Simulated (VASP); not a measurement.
Write the native input for VASP 6.6.1 that does the following.

```
Task                   : single point
Functional             : r2SCAN
Potentials or basis    : VASP PAW PBE potentials, release 64 (Ca_sv, O)
Cutoff                 : 520 eV
k mesh                 : 8 × 8 × 8
Occupations            : gaussian, width 0.01 eV
Spin                   : no spin polarisation
Dipole correction      : no
Further INCAR settings : ALGO = Normal; EDIFF = 1e-07; NBANDS = 15
```

CaO:

```
CELL_PARAMETERS angstrom
0.00000 2.60673 2.52227
2.60673 0.00000 2.52227
2.60673 2.60673 0.00000
ATOMIC_POSITIONS crystal
Ca 0.00000 0.00000 0.00000
O 0.25000 0.25000 0.25000
```

This cell differs from its parent crystal: uniaxial z strain -3.2%.

The input as run:

POSCAR

```
CaO
1.0
    0.0000000000      2.6067317416      2.5222736332
    2.6067317416      0.0000000000      2.5222736332
    2.6067317416      2.6067317416      0.0000000000
Ca O
1 1
Direct
    0.0000000000      0.0000000000      0.0000000000
    0.2500000000      0.2500000000      0.2500000000
```

INCAR.step1

```
SYSTEM = CaO
PREC     = Accurate       ! precision mode
ENCUT    = 520            ! plane-wave cutoff, eV
ISMEAR   = 0              ! smearing method
SIGMA    = 0.01           ! smearing width, eV
LREAL    = .FALSE.        ! projectors in reciprocal space
LASPH    = .TRUE.         ! aspherical terms in the spheres
NELM     = 60             ! most SCF steps
NBANDS   = 15             ! bands
GGA      = PE             ! functional
ALGO     = Normal         ! electronic algorithm
EDIFF    = 1E-4           ! SCF threshold, eV
LWAVE    = .TRUE.         ! write WAVECAR
LCHARG   = .FALSE.        ! write CHGCAR
```

INCAR.step2

```
SYSTEM = CaO
PREC     = Accurate       ! precision mode
ENCUT    = 520            ! plane-wave cutoff, eV
EDIFF    = 1E-7           ! SCF threshold, eV
ISMEAR   = 0              ! smearing method
SIGMA    = 0.01           ! smearing width, eV
LREAL    = .FALSE.        ! projectors in reciprocal space
LASPH    = .TRUE.         ! aspherical terms in the spheres
NELM     = 60             ! most SCF steps
ALGO     = Normal         ! electronic algorithm
ISIF     = 2              ! what is computed and relaxed
LWAVE    = .FALSE.        ! write WAVECAR
LCHARG   = .TRUE.         ! write CHGCAR
METAGGA  = R2SCAN         ! meta-GGA
LMIXTAU  = .TRUE.       
LELF     = .TRUE.         ! ELF
LVHAR    = .TRUE.       
NBANDS   = 15             ! bands
ISTART   = 1
```

KPOINTS

```
Automatic mesh
0
G
  8 8 8
  0 0 0
```

Potentials or basis: VASP PAW PBE potentials, release 64 (Ca_sv, O).

Command:

```sh
$ cat potpaw_PBE.64/Ca_sv/POTCAR potpaw_PBE.64/O/POTCAR > POTCAR
$ cp INCAR.step1 INCAR
$ mpirun -np 1 vasp_std > vasp.out
$ cp INCAR.step2 INCAR
$ mpirun -np 1 vasp_std > vasp.out
```

It gave:

```
Pressure               : 3.8 GPa
Band gap on the k mesh : 3.83 eV, indirect (least direct gap 4.52 eV)
```

Caveat: the cell differs from its parent crystal (uniaxial z strain -3.2%); the PAW data sets were made with another functional, which shifts forces and pressure a little.

Run time: 2.1 min on 1 thread of Intel(R) Xeon(R) 6975P-C (Granite Rapids) (shared host), peak memory 0.18 GiB.
